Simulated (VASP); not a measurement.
# Rb (Cmcm) in VASP: notebook

Runs on Rb. Level: PBE+D3(BJ). Tasks: single point.

Program: VASP 6.6.1. These are calculated values, not measurements. Logs are shortened: lines on timing, memory, paths and dates and some standing lists are left out, and cuts for length are marked.

**1. The cell of the first run**

It takes space group Cmcm (No. 63, orthorhombic). The conventional cell has a = 4.716 Å, b = 8.254 Å, c = 8.145 Å, α = 90.00°, β = 90.00°, γ = 90.00°.

**2. Single point, PBE+D3(BJ) (79.26 Å³/atom)**

INCAR reads:

```
SYSTEM = Rb
ALGO     = Fast           ! electronic algorithm
EDIFF    = 1E-6           ! SCF threshold, eV
ENCUT    = 520            ! plane-wave cutoff, eV
GGA      = PE             ! functional
ISIF     = 2              ! what is computed and relaxed
ISMEAR   = 0              ! smearing method
IVDW     = 12             ! dispersion correction
LASPH    = .True.         ! aspherical terms in the spheres
LCHARG   = .True.         ! write CHGCAR
LELF     = .True.         ! ELF
LREAL    = .False.        ! projectors in reciprocal space
LVHAR    = .True.       
LWAVE    = .False.        ! write WAVECAR
NBANDS   = 16             ! bands
NELM     = 60             ! most SCF steps
PREC     = Accurate       ! precision mode
SIGMA    = 0.15           ! smearing width, eV
```

KPOINTS reads:

```
k-points
0
Gamma
  12 12 6
  0 0 0
```

POSCAR reads:

```
Rb
1.0
    2.3580605989     -4.1268297723      0.0000000000
    2.3580605989      4.1268297723      0.0000000000
    0.0000000000      0.0000000000      8.1450454096
Rb
2
Direct
    0.8359965595      0.1640034405      0.7500000000
    0.1640034405      0.8359965595      0.2500000000
```

Potentials or basis: VASP PAW PBE potentials, release 64 (Rb_sv).

The run is started by

```
$ cat potpaw_PBE.64/Rb_sv/POTCAR > POTCAR
$ mpirun -np 1 vasp_std > vasp.out
```

OUTCAR:

```text
SYSTEM = Rb
   EDIFF = 1E-6
   ENCUT = 520
   GGA = PE
   ISIF = 2
   ISMEAR = 0
   IVDW = 12
   LASPH = .True.
   LREAL = .False.
   NELM = 60
   PREC = Accurate
 IVDW          = 12

 ion  position               nearest neighbor table
   1  0.836  0.164  0.750-   2 4.89   2 4.89   2 4.92   2 4.92   2 4.92   2 4.92
   2  0.164  0.836  0.250-   1 4.89   1 4.89   1 4.92   1 4.92   1 4.92   1 4.92

  LATTYP: Found a base centered orthorhombic cell.
 ALAT       =     4.7161211978
 B/A-ratio  =     1.7500948764
 C/A-ratio  =     1.7270644812

  Lattice vectors:

 A1 = (   2.3580605989,  -4.1268297723,   0.0000000000)
 A2 = (   2.3580605989,   4.1268297723,   0.0000000000)
 A3 = (   0.0000000000,   0.0000000000,   8.1450454096)

Analysis of symmetry for initial positions (statically):
=====================================================================
 Subroutine PRICEL returns:
 Original cell was already a primitive cell.

 Routine SETGRP: Setting up the symmetry group for a
 base centered orthorhombic supercell.

 Subroutine GETGRP returns: Found  8 space group operations
 (whereof  4 operations were pure point group operations)
 out of a pool of  8 trial point group operations.

The static configuration has the point symmetry C_2h.
 The point group associated with its full space group is D_2h.

Analysis of symmetry for dynamics (positions and initial velocities):
=====================================================================
 Subroutine PRICEL returns:
 Original cell was already a primitive cell.

 Routine SETGRP: Setting up the symmetry group for a
 base centered orthorhombic supercell.

 Subroutine GETGRP returns: Found  8 space group operations
 (whereof  4 operations were pure point group operations)
 out of a pool of  8 trial point group operations.

The dynamic configuration has the point symmetry C_2h.
 The point group associated with its full space group is D_2h.

 Subroutine INISYM returns: Found  8 space group operations
 (whereof  4 operations are pure point group operations),
 and found     1 'primitive' translations

----------------------------------------------------------------------------------------

                                     Primitive cell

  volume of cell :     158.5240

  direct lattice vectors                    reciprocal lattice vectors
     2.358060599 -4.126829772  0.000000000     0.212038656 -0.121158378  0.000000000
     2.358060599  4.126829772  0.000000000     0.212038656  0.121158378  0.000000000
     0.000000000  0.000000000  8.145045410     0.000000000  0.000000000  0.122774024

  length of vectors
     4.753017332  4.753017332  8.145045410     0.244212498  0.244212498  0.122774024

  position of ions in fractional coordinates (direct lattice)
     0.835996560  0.164003440  0.750000000
     0.164003440  0.835996560  0.250000000

  ion indices of the primitive-cell ions
   primitive index   ion index
                 1           1
                 2           2

----------------------------------------------------------------------------------------

 KPOINTS: k-points

Automatic generation of k-mesh.
 Grid dimensions read from file:
 generate k-points for:   12   12    6

 Generating k-lattice:

  Cartesian coordinates                     Fractional coordinates (reciprocal lattice)
     0.017669888 -0.010096531  0.000000000     0.083333333  0.000000000  0.000000000
     0.017669888  0.010096531  0.000000000     0.000000000  0.083333333  0.000000000
     0.000000000  0.000000000  0.020462337     0.000000000  0.000000000  0.166666667

  Length of vectors
     0.020351041  0.020351041  0.020462337

  Shift w.r.t. Gamma in fractional coordinates (k-lattice)
     0.000000000  0.000000000  0.000000000

 Subroutine IBZKPT returns following result:
 ===========================================

 Found    172 irreducible k-points:

 Following reciprocal coordinates:
            Coordinates               Weight
  0.000000  0.000000  0.000000      1.000000
  0.083333  0.000000  0.000000      4.000000
  0.166667  0.000000  0.000000      4.000000
  0.250000 -0.000000  0.000000      4.000000
  0.333333  0.000000  0.000000      4.000000
  0.416667  0.000000  0.000000      4.000000
[... 16 lines left out ...]
  0.500000  0.166667  0.000000      4.000000
 -0.416667  0.166667  0.000000      4.000000
 [... further k-points ...]
   k-points           NKPTS =    172   k-points in BZ     NKDIM =    172   number of bands    NBANDS=     16
   number of dos      NEDOS =    301   number of ions     NIONS =      2
   total plane-waves  NPLWV =  82944
   dimension x,y,z NGX =    36 NGY =   36 NGZ =   64
   dimension x,y,z NGXF=    72 NGYF=   72 NGZF=  128
   ions per type =               2
   NGX,Y,Z   is equivalent  to a cutoff of  12.59, 12.59, 13.06 a.u.
   NGXF,Y,Z  is equivalent  to a cutoff of  25.18, 25.18, 26.13 a.u.
 SYSTEM =  Rb
   PREC   = accura    normal or accurate (medium, high low for compatibility)
   ISTART =      0    job   : 0-new  1-cont  2-samecut
   ICHARG =      2    charge: 1-file 2-atom 10-const
   ISPIN  =      1    spin polarized calculation?
   LNONCOLLINEAR =      F non collinear calculations
   LSORBIT =      F    spin-orbit coupling
   LASPH  =      T    aspherical Exc in radial PAW
   ENCUT  =  520.0 eV  38.22 Ry    6.18 a.u.   8.84  8.84 15.14*2*pi/ulx,y,z
   NELM   =     60;   NELMIN=  2; NELMDL= -5     # of ELM steps
   EDIFF  = 0.1E-05   stopping-criterion for ELM
   LREAL  =      F    real-space projection
   EDIFFG = 0.1E-04   stopping-criterion for IOM
   NSW    =      0    number of steps for IOM
   IBRION =     -1    ionic relax: 0-MD 1-quasi-New 2-CG
   NFREE  =      0    steps in history (QN), initial steepest desc. (CG)
   ISIF   =      2    stress and relaxation
   ISYM   =      2    0-nonsym 1-usesym 2-fastsym
   POTIM  = 0.5000    time-step for ionic-motion
   TEBEG  =    0.0;   TEEND  =   0.0 temperature during run
   PSTRESS=    0.0 pullay stress
   NELECT =      18.0000    total number of electrons
   NUPDOWN=      -1.0000    fix difference up-down
   EMIN   =  10.00;   EMAX   =-10.00  energy-range for DOS
   EFERMI =   0.00;   METHOD = LEGACY
   ISMEAR =     0;   SIGMA  =   0.15  broadening in eV -4-tet -1-fermi 0-gaus
   EFERMI_NEDOS =   21; number of points for ismear=-14 and -15
   IALGO  =     68    algorithm
   IMIX   =      4    mixing-type and parameters
     AMIX     =   0.40;   BMIX     =  1.00
     AMIX_MAG =   1.60;   BMIX_MAG =  1.00
  volume/ion in A,a.u.               =      79.26       534.89
  Fermi-wavevector in a.u.,A,eV,Ry     =   0.792746  1.498072  8.550527  0.628446
  Thomas-Fermi vector in A             =   1.898545
   LORBIT       =      0    0 simple, 1 ext, 2 COOP (PROOUT), +10 PAW based schemes
   GGA     = PE    functional components
   LHFCALC =     F    Hartree Fock is set to
   AEXX    =    0.0000 exact exchange contribution
   IVDW    =    12    specifies the selected vdW correction
   LEPSILON=     F    determine dielectric tensor
   LRPA    =     F    only Hartree local field effects (RPA)
 non-spin polarized calculation
 RMM-DIIS sequential band-by-band and
 Gauss-broadening in eV      SIGMA  =   0.15
  energy-cutoff  :      520.00
  volume of cell :      158.52
 maximum number of plane-waves:      4296
   NGX = 17   NGY = 17   NGZ = 31

 number of electron      18.0000000 magnetization

 Free energy of the ion-electron system (eV)
  ---------------------------------------------------
  ext. energy  EPLUGINS =         0.00000000
  ---------------------------------------------------
  free energy    TOTEN  =        -1.84482320 eV

  energy without entropy =       -1.82485105  energy(sigma->0) =       -1.83483712

 E-fermi :   0.3426     XC(G=0):  -5.8095

 val. band max:        0.3375544727   @ k =   0.5000   0.4167   0.1667
 cond. band min:       0.3541454744   @ k =   0.2500   0.2500   0.3333
 fundamental gap:      0.0165910017
 Fermi energy:         0.3426104850

 k-point     1 :       0.0000    0.0000    0.0000
  band No.  band energies     occupation
      1     -28.4941      2.00000
      2     -28.4883      2.00000
      3     -12.6578      2.00000
      4     -12.5332      2.00000
      5     -12.5303      2.00000
      6     -12.5241      2.00000
[... 8 lines left out ...]
     15       4.3849      0.00000
     16       4.4395      0.00000

 k-point     2 :       0.0833    0.0000    0.0000
  band No.  band energies     occupation
      1     -28.4936      2.00000
      2     -28.4879      2.00000
      3     -12.6544      2.00000
      4     -12.5405      2.00000
      5     -12.5350      2.00000
      6     -12.5259      2.00000
[... 8 lines left out ...]
     15       4.1944      0.00000
     16       4.4915      0.00000

 k-point     3 :       0.1667    0.0000    0.0000
  band No.  band energies     occupation
      1     -28.4921      2.00000
      2     -28.4870      2.00000
      3     -12.6448      2.00000
      4     -12.5659      2.00000
      5     -12.5515      2.00000
      6     -12.5424      2.00000
[... 8 lines left out ...]
     15       4.2295      0.00000
     16       4.2640      0.00000

 k-point     4 :       0.2500   -0.0000    0.0000
  band No.  band energies     occupation
      1     -28.4902      2.00000
      2     -28.4858      2.00000
      3     -12.6306      2.00000
      4     -12.6008      2.00000
      5     -12.5855      2.00000
      6     -12.5520      2.00000
[... 8 lines left out ...]
     15       4.3469      0.00000
     16       4.4583      0.00000

 k-point     5 :       0.3333    0.0000    0.0000
  band No.  band energies     occupation
      1     -28.4881      2.00000
      2     -28.4847      2.00000
      3     -12.6358      2.00000
      4     -12.6184      2.00000
      5     -12.6143      2.00000
      6     -12.5613      2.00000
[... 8 lines left out ...]
     15       4.1245      0.00000
     16       4.7659      0.00000

 k-point     6 :       0.4167    0.0000    0.0000
  band No.  band energies     occupation
      1     -28.4865      2.00000
      2     -28.4840      2.00000
      3     -12.6614      2.00000
      4     -12.6421      2.00000
      5     -12.5997      2.00000
      6     -12.5681      2.00000
[... 8 lines left out ...]
     15       3.9864      0.00000
     16       4.9475      0.00000
[... 267 lines left out ...]
 k-point    21 :       0.3333    0.1667    0.0000
  band No.  band energies     occupation
      1     -28.4858      2.00000
      2     -28.4838      2.00000
      3     -12.6533      2.00000
      4     -12.6372      2.00000
      5     -12.5935      2.00000
      6     -12.5843      2.00000
[... 8 lines left out ...]
     15       3.3907      0.00000
     16       4.3840      0.00000

 k-point    22 :       0.4167    0.1667    0.0000
  band No.  band energies     occupation
      1     -28.4852      2.00000
      2     -28.4838      2.00000
      3     -12.6593      2.00000
      4     -12.6399      2.00000
      5     -12.5900      2.00000
      6     -12.5863      2.00000
[... 8 lines left out ...]
     15       3.3368      0.00000
     16       4.2613      0.00000

 k-point    23 :       0.5000    0.1667    0.0000
  band No.  band energies     occupation
      1     -28.4859      2.00000
      2     -28.4839      2.00000
      3     -12.6512      2.00000
      4     -12.6343      2.00000
      5     -12.5931      2.00000
      6     -12.5857      2.00000
[... 8 lines left out ...]
     15       3.3696      0.00000
     16       4.3294      0.00000

 k-point    24 :      -0.4167    0.1667    0.0000
  band No.  band energies     occupation
      1     -28.4874      2.00000
      2     -28.4845      2.00000
      3     -12.6309      2.00000
      4     -12.6217      2.00000
      5     -12.6074      2.00000
      6     -12.5727      2.00000
[... 8 lines left out ...]
     15       3.5011      0.00000
     16       4.5454      0.00000

 [... further k-points ...]

------------------------ aborting loop because EDIFF is reached ----------------------------------------

 Edisp (eV)   -0.23157

 E8    (eV) :    -0.1320

  FORCE on cell =-STRESS in cart. coord.  units (eV):
  Direction    XX          YY          ZZ          XY          YZ          ZX
  --------------------------------------------------------------------------------------
  -------------------------------------------------------------------------------------
  Total       0.40107     0.38146     0.09384     0.00000     0.00000     0.00000
  in kB       4.05353     3.85533     0.94843     0.00000     0.00000     0.00000
  external pressure =        2.95 kB  Pullay stress =        0.00 kB

 VOLUME and BASIS-vectors are now :
 -----------------------------------------------------------------------------
  energy-cutoff  :      520.00
  volume of cell :      158.52
      direct lattice vectors                 reciprocal lattice vectors
     2.358060599 -4.126829772  0.000000000     0.212038656 -0.121158378  0.000000000
     2.358060599  4.126829772  0.000000000     0.212038656  0.121158378  0.000000000
     0.000000000  0.000000000  8.145045410     0.000000000  0.000000000  0.122774024

 POSITION                                       TOTAL-FORCE (eV/Angst)
 -----------------------------------------------------------------------------------
      2.35806     -2.77320      6.10878         0.000000      0.000321      0.000000
      2.35806      2.77320      2.03626         0.000000     -0.000321      0.000000
 -----------------------------------------------------------------------------------
    total drift:                               -0.000000     -0.000000      0.000000

  FREE ENERGIE OF THE ION-ELECTRON SYSTEM (eV)
  ---------------------------------------------------
  free  energy   TOTEN  =        -2.0763951724 eV

  energy  without entropy=       -2.0564230219  energy(sigma->0) =       -2.06640910
```

Run time: 9.5 min. Hardware: 1 thread of Intel Xeon 8259CL, shared host; peak memory 0.52 GiB.

What came out:

- Free energy: -2.0764 eV
- Pressure: 0.3 GPa
- Band gap on the k mesh: zero (bands 9 and 10 overlap by 2.56 eV)
- Dispersion energy per atom: -0.116 eV

Stress tensor (GPa, compression positive):
```
0.41 0.00 0.00
0.00 0.39 0.00
0.00 0.00 0.09
```

**3. Single point, PBE+D3(BJ) (88.45 Å³/atom)**

This run uses another cell than the first one, of 88.45 Å³/atom.

INCAR reads:

```
ALGO     = Fast           # electronic algorithm
EDIFF    = 1E-6           # SCF threshold, eV
ENCUT    = 520            # plane-wave cutoff, eV
GGA      = PE             # functional
ISIF     = 2              # what is computed and relaxed
ISMEAR   = 0              # smearing method
IVDW     = 12             # dispersion correction
LASPH    = T              # aspherical terms in the spheres
LCHARG   = F              # write CHGCAR
LREAL    = F              # projectors in reciprocal space
LWAVE    = F              # write WAVECAR
NBANDS   = 16             # bands
NELM     = 60             # most SCF steps
PREC     = Accurate       # precision mode
SIGMA    = 0.15           # smearing width, eV
```

KPOINTS reads:

```
k-points
0
Gamma
  12 12 6
```

POSCAR reads:

```
Rb
1.0
    2.3968776594     -4.1947633111      0.0000000000
    2.3968776594      4.1947633111      0.0000000000
    0.0000000000      0.0000000000      8.7973003376
Rb
2
Direct
    0.8359965595      0.1640034405      0.7500000000
    0.1640034405      0.8359965595      0.2500000000
```

Potentials or basis: VASP PAW PBE potentials, release 64 (Rb_sv).

The run is started by

```
$ cat potpaw_PBE.64/Rb_sv/POTCAR > POTCAR
$ mpirun -np 1 vasp_std > vasp.out
```

Run time: 3.4 min. Hardware: 1 thread of Intel Xeon 6975P-C (Granite Rapids), shared host; peak memory 0.55 GiB.

Results (log left out):

- Free energy: -2.0702 eV
- Pressure: -0.1 GPa
- Band gap on the k mesh: zero (bands 9 and 10 overlap by 2.57 eV)
- Dispersion energy per atom: -0.104 eV

Stress tensor (GPa, compression positive):
```
 0.12  0.00  0.00
 0.00  0.10  0.00
 0.00  0.00 -0.41
```

Levels at points of the mesh, in eV from the Fermi level:
| k point | band 6 | band 7 | band 8 | band 9 | band 10 | band 11 | band 12 | band 13 |
| --- | --- | --- | --- | --- | --- | --- | --- | --- |
| (0.00, 0.00, 0.00) | -12.93 | -12.93 | -12.93 | -2.01 | -0.16 | 0.38 | 3.07 | 3.64 |
| (0.50, 0.00, 0.00) | -12.97 | -12.95 | -12.95 | 0.19 | 0.46 | 1.21 | 1.57 | 1.96 |
| (0.50, 0.50, 0.00) | -12.96 | -12.95 | -12.95 | 0.17 | 0.42 | 1.22 | 1.58 | 1.89 |
| (0.00, 0.00, 0.50) | -12.93 | -12.93 | -12.93 | -1.42 | -1.42 | 1.92 | 1.92 | 3.71 |
| (0.50, 0.00, 0.50) | -12.96 | -12.96 | -12.96 | 0.46 | 0.46 | 1.01 | 1.01 | 2.40 |
| (0.50, 0.50, 0.50) | -12.96 | -12.96 | -12.96 | 0.44 | 0.44 | 0.99 | 0.99 | 2.39 |
